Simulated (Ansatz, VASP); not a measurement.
**Two plane-wave programs on GaAs**

```xyz
2
Lattice="0.0000 2.5194 2.5194 2.5194 0.0000 2.5194 2.5194 2.5194 0.0000" Properties=species:S:1:pos:R:3 pbc="T T T"
Ga    0.0000    0.0000    0.0000
As    2.5194    2.5194    2.5194
```

Change from the starting cell: volume scaled by 0.88, PAW files.

Alike in both runs: task single point; functional LDA; k mesh 13 × 13 × 13; occupations fermi-dirac, width 0.1 eV; no spin polarisation.

|  | VASP | Ansatz |
| --- | --- | --- |
| version | VASP 6.6.1 | Ansatz 0.2.0 |
| potentials or method | VASP PAW LDA potentials, release 64 (Ga_d, As) | PAW with Ansatz's default frozen-core files, scalar-relativistic |
| plane-wave cutoff (eV) | 520 | 420 |
| valence electrons in the cell | 18 | 28 |

```tsv
	VASP	Ansatz	Ansatz less VASP
pressure (GPa)	15.7	15.0	-0.67
```

LDA's correlation is that of Perdew and Zunger in VASP and of Perdew and Wang (1992) in Ansatz. VASP's potentials hold 18 valence electrons a cell and Ansatz's 28, so a difference there can come from the potentials and not from the codes.
